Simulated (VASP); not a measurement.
# MgO (F-43m) in VASP: a series of runs, part 2 of 2

VASP 6.6.1.

## (4) Single point, PBE

Contents of INCAR:

```
PREC = Accurate
ENCUT = 520
EDIFF = 1E-6
ISMEAR = 0
SIGMA = 0.02
LREAL = False
LASPH = True
NELM = 100
ALGO = Normal
ISIF = 2
LWAVE = False
LCHARG = False
GGA = PE
NBANDS = 11
```

Contents of KPOINTS:

```
regular mesh
0
Gamma
  8 8 8
```

Contents of POSCAR:

```
MgO
1.0
    0.0000000000      2.3062840489      2.3062840489
    2.3062840489      0.0000000000      2.3062840489
    2.3062840489      2.3062840489      0.0000000000
Mg O
1 1
Direct
    0.0000000000      0.0000000000      0.0000000000
    0.2500000000      0.2500000000      0.2500000000
```

Potentials or basis: VASP PAW PBE potentials, release 64 (Mg, O).

Run with:

```
$ cat potpaw_PBE.64/Mg/POTCAR potpaw_PBE.64/O/POTCAR > POTCAR
$ mpirun -np 1 vasp_std > vasp.out
```

OUTCAR:

```text
PREC = Accurate
   ENCUT = 520
   EDIFF = 1E-6
   ISMEAR = 0
   LREAL = False
   LASPH = True
   NELM = 100
   ISIF = 2
   GGA = PE

 ion  position               nearest neighbor table
   1  0.000  0.000  0.000-   2 2.00   2 2.00   2 2.00   2 2.00
   2  0.250  0.250  0.250-   1 2.00   1 2.00   1 2.00   1 2.00

  LATTYP: Found a face centered cubic cell.
 ALAT       =     4.6125680978

  Lattice vectors:

 A1 = (   0.0000000000,   2.3062840489,   2.3062840489)
 A2 = (   2.3062840489,   0.0000000000,   2.3062840489)
 A3 = (   2.3062840489,   2.3062840489,   0.0000000000)

Analysis of symmetry for initial positions (statically):
=====================================================================
 Subroutine PRICEL returns:
 Original cell was already a primitive cell.

 Routine SETGRP: Setting up the symmetry group for a
 face centered cubic supercell.

 Subroutine GETGRP returns: Found 24 space group operations
 (whereof 24 operations were pure point group operations)
 out of a pool of 48 trial point group operations.

The static configuration has the point symmetry T_d .

Analysis of symmetry for dynamics (positions and initial velocities):
=====================================================================
 Subroutine PRICEL returns:
 Original cell was already a primitive cell.

 Routine SETGRP: Setting up the symmetry group for a
 face centered cubic supercell.

 Subroutine GETGRP returns: Found 24 space group operations
 (whereof 24 operations were pure point group operations)
 out of a pool of 48 trial point group operations.

The dynamic configuration has the point symmetry T_d .

 Subroutine INISYM returns: Found 24 space group operations
 (whereof 24 operations are pure point group operations),
 and found     1 'primitive' translations

----------------------------------------------------------------------------------------

                                     Primitive cell

  volume of cell :      24.5340

  direct lattice vectors                    reciprocal lattice vectors
     0.000000000  2.306284049  2.306284049    -0.216798967  0.216798967  0.216798967
     2.306284049  0.000000000  2.306284049     0.216798967 -0.216798967  0.216798967
     2.306284049  2.306284049  0.000000000     0.216798967  0.216798967 -0.216798967

  length of vectors
     3.261578181  3.261578181  3.261578181     0.375506826  0.375506826  0.375506826

  position of ions in fractional coordinates (direct lattice)
     0.000000000  0.000000000  0.000000000
     0.250000000  0.250000000  0.250000000

  ion indices of the primitive-cell ions
   primitive index   ion index
                 1           1
                 2           2

----------------------------------------------------------------------------------------

 KPOINTS: regular mesh

Automatic generation of k-mesh.
 Grid dimensions read from file:
 generate k-points for:    8    8    8

 Generating k-lattice:

  Cartesian coordinates                     Fractional coordinates (reciprocal lattice)
    -0.027099871  0.027099871  0.027099871     0.125000000  0.000000000  0.000000000
     0.027099871 -0.027099871  0.027099871     0.000000000  0.125000000  0.000000000
     0.027099871  0.027099871 -0.027099871     0.000000000  0.000000000  0.125000000

  Length of vectors
     0.046938353  0.046938353  0.046938353

  Shift w.r.t. Gamma in fractional coordinates (k-lattice)
     0.000000000  0.000000000  0.000000000

 Subroutine IBZKPT returns following result:
 ===========================================

 Found     29 irreducible k-points:

 Following reciprocal coordinates:
            Coordinates               Weight
  0.000000  0.000000  0.000000      1.000000
  0.125000  0.000000  0.000000      8.000000
  0.250000  0.000000  0.000000      8.000000
  0.375000  0.000000  0.000000      8.000000
  0.500000  0.000000  0.000000      4.000000
  0.125000  0.125000  0.000000      6.000000
[... 16 lines left out ...]
  0.500000  0.250000  0.125000     48.000000
 -0.375000  0.250000  0.125000     24.000000
 [... further k-points ...]
   k-points           NKPTS =     29   k-points in BZ     NKDIM =     29   number of bands    NBANDS=     11
   number of dos      NEDOS =    301   number of ions     NIONS =      2
   total plane-waves  NPLWV =  13824
   dimension x,y,z NGX =    24 NGY =   24 NGZ =   24
   dimension x,y,z NGXF=    48 NGYF=   48 NGZF=   48
   ions per type =               1   1
   NGX,Y,Z   is equivalent  to a cutoff of  12.23, 12.23, 12.23 a.u.
   NGXF,Y,Z  is equivalent  to a cutoff of  24.47, 24.47, 24.47 a.u.
 SYSTEM =  unknown system
   PREC   = accura    normal or accurate (medium, high low for compatibility)
   ISTART =      0    job   : 0-new  1-cont  2-samecut
   ICHARG =      2    charge: 1-file 2-atom 10-const
   ISPIN  =      1    spin polarized calculation?
   LNONCOLLINEAR =      F non collinear calculations
   LSORBIT =      F    spin-orbit coupling
   LASPH  =      T    aspherical Exc in radial PAW
   ENCUT  =  520.0 eV  38.22 Ry    6.18 a.u.   6.06  6.06  6.06*2*pi/ulx,y,z
   NELM   =    100;   NELMIN=  2; NELMDL= -5     # of ELM steps
   EDIFF  = 0.1E-05   stopping-criterion for ELM
   LREAL  =      F    real-space projection
   EDIFFG = 0.1E-04   stopping-criterion for IOM
   NSW    =      0    number of steps for IOM
   IBRION =     -1    ionic relax: 0-MD 1-quasi-New 2-CG
   NFREE  =      0    steps in history (QN), initial steepest desc. (CG)
   ISIF   =      2    stress and relaxation
   ISYM   =      2    0-nonsym 1-usesym 2-fastsym
   POTIM  = 0.5000    time-step for ionic-motion
   TEBEG  =    0.0;   TEEND  =   0.0 temperature during run
   PSTRESS=    0.0 pullay stress
   NELECT =       8.0000    total number of electrons
   NUPDOWN=      -1.0000    fix difference up-down
   EMIN   =  10.00;   EMAX   =-10.00  energy-range for DOS
   EFERMI =   0.00;   METHOD = LEGACY
   ISMEAR =     0;   SIGMA  =   0.02  broadening in eV -4-tet -1-fermi 0-gaus
   EFERMI_NEDOS =   21; number of points for ismear=-14 and -15
   IALGO  =     38    algorithm
   IMIX   =      4    mixing-type and parameters
     AMIX     =   0.40;   BMIX     =  1.00
     AMIX_MAG =   1.60;   BMIX_MAG =  1.00
  volume/ion in A,a.u.               =      12.27        82.78
  Fermi-wavevector in a.u.,A,eV,Ry     =   1.126805  2.129352 17.275169  1.269689
  Thomas-Fermi vector in A             =   2.263488
   LORBIT       =      0    0 simple, 1 ext, 2 COOP (PROOUT), +10 PAW based schemes
   GGA     = PE    functional components
   LHFCALC =     F    Hartree Fock is set to
   AEXX    =    0.0000 exact exchange contribution
   IVDW    =     0    specifies the selected vdW correction
   LEPSILON=     F    determine dielectric tensor
   LRPA    =     F    only Hartree local field effects (RPA)
 non-spin polarized calculation
 Gauss-broadening in eV      SIGMA  =   0.02
  energy-cutoff  :      520.00
  volume of cell :       24.53
 maximum number of plane-waves:       684
   NGX = 13   NGY = 13   NGZ = 13

 number of electron       8.0000001 magnetization

 Free energy of the ion-electron system (eV)
  ---------------------------------------------------
  ext. energy  EPLUGINS =         0.00000000
  ---------------------------------------------------
  free energy    TOTEN  =       -11.70115049 eV

  energy without entropy =      -11.70115049  energy(sigma->0) =      -11.70115049

 E-fermi :   0.7793     XC(G=0):  -9.5850

 val. band max:        0.6266898917   @ k =   0.0000   0.0000   0.0000
 cond. band min:       4.0908816562   @ k =   0.0000   0.0000   0.0000
 fundamental gap:      3.4641917646
 Fermi energy:         0.7792708462

 k-point     1 :       0.0000    0.0000    0.0000
  band No.  band energies     occupation
      1     -15.1837      2.00000
      2       0.6267      2.00000
      3       0.6267      2.00000
      4       0.6267      2.00000
      5       4.0909      0.00000
      6      17.0942      0.00000
      7      17.0942      0.00000
      8      17.0942      0.00000
      9      20.6470      0.00000
     10      20.6472      0.00000
     11      20.6795      0.00000
[... 309 lines left out ...]
 k-point    24 :      -0.3750    0.2500    0.1250
  band No.  band energies     occupation
      1     -14.4658      2.00000
      2      -1.8641      2.00000
      3      -0.3531      2.00000
      4       0.2124      2.00000
      5       9.0306      0.00000
      6      10.6720      0.00000
      7      13.7743      0.00000
      8      15.4571      0.00000
      9      20.0589      0.00000
     10      21.1112      0.00000
     11      24.1501      0.00000

 [... further k-points ...]

------------------------ aborting loop because EDIFF is reached ----------------------------------------

  FORCE on cell =-STRESS in cart. coord.  units (eV):
  Direction    XX          YY          ZZ          XY          YZ          ZX
  --------------------------------------------------------------------------------------
  -------------------------------------------------------------------------------------
  Total       -0.0630875     -0.0630875     -0.0630875      0.0000000     -0.0000000      0.0000000
  in kB       -4.1198878     -4.1198878     -4.1198878      0.0000000     -0.0000000      0.0000000
  external PRESSURE =      -4.1198878 kB  Pullay stress =       0.0000000 kB

 VOLUME and BASIS-vectors are now :
 -----------------------------------------------------------------------------
  energy-cutoff  :      520.00
  volume of cell :       24.53
      direct lattice vectors                 reciprocal lattice vectors
     0.000000000  2.306284049  2.306284049    -0.216798967  0.216798967  0.216798967
     2.306284049  0.000000000  2.306284049     0.216798967 -0.216798967  0.216798967
     2.306284049  2.306284049  0.000000000     0.216798967  0.216798967 -0.216798967

 POSITION                                       TOTAL-FORCE (eV/Angst)
 -----------------------------------------------------------------------------------
      0.00000      0.00000      0.00000         0.000000      0.000000      0.000000
      1.15314      1.15314      1.15314        -0.000000     -0.000000     -0.000000
 -----------------------------------------------------------------------------------
    total drift:                               -0.000000     -0.000000     -0.000000

  FREE ENERGIE OF THE ION-ELECTRON SYSTEM (eV)
  ---------------------------------------------------
  free  energy   TOTEN  =       -11.7011504870 eV

  energy  without entropy=      -11.7011504870  energy(sigma->0) =      -11.70115049
```

OSZICAR:

```text
N       E                     dE             d eps       ncg     rms          rms(c)
DAV:   1     0.176537767035E+02    0.17654E+02   -0.43845E+03   686   0.624E+02
DAV:   2    -0.130244010920E+02   -0.30678E+02   -0.29976E+02   730   0.136E+02
DAV:   3    -0.138632331695E+02   -0.83883E+00   -0.83820E+00   786   0.212E+01
DAV:   4    -0.138659167967E+02   -0.26836E-02   -0.26836E-02   695   0.136E+00
DAV:   5    -0.138659284884E+02   -0.11692E-04   -0.11692E-04   780   0.876E-02    0.829E+00
DAV:   6    -0.117396141244E+02    0.21263E+01   -0.13819E+01   710   0.192E+01    0.284E+00
DAV:   7    -0.117064959337E+02    0.33118E-01   -0.13770E-01   677   0.277E+00    0.154E+00
DAV:   8    -0.117020436001E+02    0.44523E-02   -0.50311E-02   668   0.246E+00    0.366E-01
DAV:   9    -0.117011752245E+02    0.86838E-03   -0.98807E-04   748   0.220E-01    0.223E-01
DAV:  10    -0.117011455730E+02    0.29652E-04   -0.12764E-03   680   0.266E-01    0.129E-02
DAV:  11    -0.117011497733E+02   -0.42003E-05   -0.22780E-05   743   0.286E-02    0.975E-03
DAV:  12    -0.117011504870E+02   -0.71366E-06   -0.30546E-06   686   0.123E-02
   1 F= -.11701150E+02 E0= -.11701150E+02  d E =-.349175E-29
```

stdout:

```text
POSCAR found type information on POSCAR MgO
 POSCAR found :  2 types and       2 ions
 scaLAPACK will be used
 LDA part: xc-table for (Slater+PW92), standard interpolation
 POSCAR, INCAR and KPOINTS ok, starting setup
 FFT: planning ... GRIDC
 FFT: planning ... GRID_SOFT
 FFT: planning ... GRID
 WAVECAR not read
 entering main loop
```

It took 8.3 s on 1 thread of Intel Xeon 8259CL, shared host; peak memory 0.14 GiB.

Results:

```
Free energy            : -11.7012 eV
Pressure               : -0.4 GPa
Band gap on the k mesh : 3.46 eV, direct
```

Levels at points of the mesh, in eV from the valence-band top:
| k point | band 1 | band 2 | band 3 | band 4 | band 5 | band 6 | band 7 | band 8 |
| --- | --- | --- | --- | --- | --- | --- | --- | --- |
| (0.00, 0.00, 0.00) | -15.81 | 0.00 | 0.00 | 0.00 | 3.46 | 16.47 | 16.47 | 16.47 |
| (0.50, 0.00, 0.00) | -15.19 | -2.96 | -0.18 | -0.18 | 8.56 | 9.45 | 14.38 | 14.38 |
| (0.50, 0.50, 0.00) | -15.00 | -2.44 | -0.73 | -0.73 | 6.18 | 11.39 | 13.66 | 16.30 |

A hybrid or GW would open this gap; PBE tends to underestimate it.

## (5) Relaxation of cell and atoms, PBE

This run uses another cell than the first one, of 14.65 Å³/atom, 1.194 times its volume.

Contents of INCAR:

```
  PREC = Accurate
  ENCUT = 600
  EDIFF = 1E-7
  ISMEAR = 0
  SIGMA = 0.1
  LREAL = False
  LASPH = True
  NELM = 80
  ALGO = Normal
  ISIF = 3
  LWAVE = False
  LCHARG = False
  GGA = PE
  IBRION = 2
  NSW = 90
  EDIFFG = -0.04
```

Contents of KPOINTS:

```
Automatic mesh
0
Gamma
  6 6 6
```

Contents of POSCAR:

```
MgO
1.0
    0.0000000000      2.4468611300      2.4468611300
    2.4468611300      0.0000000000      2.4468611300
    2.4468611300      2.4468611300      0.0000000000
Mg O
1 1
Direct
    0.0000000000      0.0000000000      0.0000000000
    0.7500000000      0.7500000000      0.7500000000
```

Run with:

```
$ cat potpaw_PBE.64/Mg/POTCAR potpaw_PBE.64/O/POTCAR > POTCAR
$ mpirun -np 1 vasp_std > vasp.out
```

It took 19 s on 1 thread of Intel Xeon 8259CL, shared host; peak memory 0.16 GiB.

It converged, with:

* Free energy: -11.7128 eV
* Relaxed volume: 12.19 Å³/atom
* Relaxed cell: a = 3.255 Å, b = 3.255 Å, c = 3.255 Å, α = 60.00°, β = 60.00°, γ = 60.00°
* Space group after relaxing (to 0.05 Å): F-43m (No. 216)
* Energy gained by relaxing: 131.0 meV/atom
* Ionic steps: 3
* Pressure after relaxing: 0.1 GPa
* Band gap on the k mesh: 3.50 eV, direct

The path:
```csv
step,energy change (eV),largest force (eV/Å),pressure (GPa),volume (Å³)
1,0.0000,0.0000,-14.64,29.30
2,-0.2593,0.0000,2.11,23.98
3,-0.2620,0.0000,0.06,24.39
```

Final structure:
```
Mg O
1.0
     0.00000    2.30175    2.30175
     2.30175    0.00000    2.30175
     2.30175    2.30175    0.00000
Mg O
1 1
Cartesian
  0.0000 0.0000 0.0000
  3.4526 3.4526 3.4526
```

Levels at points of the mesh, in eV from the valence-band top:
```csv
k point,band 1,band 2,band 3,band 4,band 5,band 6,band 7,band 8
"(0.00, 0.00, 0.00)",-15.83,0.00,0.00,0.00,3.50,16.53,16.53,16.53
"(0.50, 0.00, 0.00)",-15.19,-2.97,-0.18,-0.18,8.61,9.49,14.43,14.43
"(0.50, 0.50, 0.00)",-15.01,-2.45,-0.73,-0.73,6.20,11.42,13.74,16.37
```

Caveat: the volume moved by over 15 % at a fixed basis, so the end points are rough.

## (6) The runs side by side

| task | cell | k mesh | cutoff (eV) | smearing | gap on the mesh (eV) | pressure (GPa) |
| --- | --- | --- | --- | --- | --- | --- |
| single point | a = 3.262 Å, angles 60.0°, 2 atoms | 6 × 6 × 6 | 520 | gaussian 0.1 eV | 3.46 | -0.4 |
| single point | a = 3.460 Å, angles 60.0°, 2 atoms | 6 × 6 × 6 | 520 | gaussian 0.1 eV | 2.57 | -14.5 |
| single point | a = 3.262 Å, angles 60.0°, 2 atoms | 8 × 8 × 8 | 520 | gaussian 0.02 eV | 3.46 | -0.4 |
| relaxation of cell and atoms | relaxed from a = 3.460 Å, angles 60.0°, 2 atoms | 6 × 6 × 6 | 600 | gaussian 0.1 eV | 3.50 | 0.1 |

Alike in all rows: level PBE; potentials or basis VASP PAW PBE potentials, release 64 (Mg, O); no spin polarisation.

Caveats: the volume moved by over 15 % at a fixed basis, so the end points are rough (some runs).

Absolute energies hang on the potentials; compare differences alone.
